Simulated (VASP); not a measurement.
SnO, 8 atoms in the cell. The structure is cubic, space group P2_13 (No. 198). The conventional cell has a = 5.172 Å, b = 5.172 Å, c = 5.172 Å, α = 90.00°, β = 90.00°, γ = 90.00°. Sn (site symmetry 3) has 4 O at 2.02 to 2.43 Å within 2.7 Å. O (site symmetry 3) has 4 Sn at 2.02 to 2.43 Å within 2.7 Å. 

- Program: VASP 6.6.1
- Task: single point
- Functional: r2SCAN
- Dispersion: rVV10
- Potentials or basis: VASP PAW PBE potentials, release 64 (Sn_d, O)
- Cutoff: 660 eV
- k mesh: 4 × 4 × 4
- Occupations: fermi-dirac, width 0.03 eV
- Spin: no spin polarisation
- Dipole correction: no
- Further INCAR settings: ALGO = Normal; EDIFF = 1e-06; NBANDS = 50

Potentials or basis: VASP PAW PBE potentials, release 64 (Sn_d, O).

The run is started by

```console
$ cat potpaw_PBE.64/Sn_d/POTCAR potpaw_PBE.64/O/POTCAR > POTCAR
$ cp INCAR.step1 INCAR
$ mpirun -np 1 vasp_std > vasp.out
$ cp INCAR.step2 INCAR
$ mpirun -np 1 vasp_std > vasp.out
```

Hardware: 1 thread of Intel Xeon 8259CL (shared host).

Question: Estimate the wall time of this run.

Answer: It took 29 min on 1 thread of Intel Xeon 8259CL, with other jobs on the host, peak memory 0.79 GiB. Counts: k points 11.
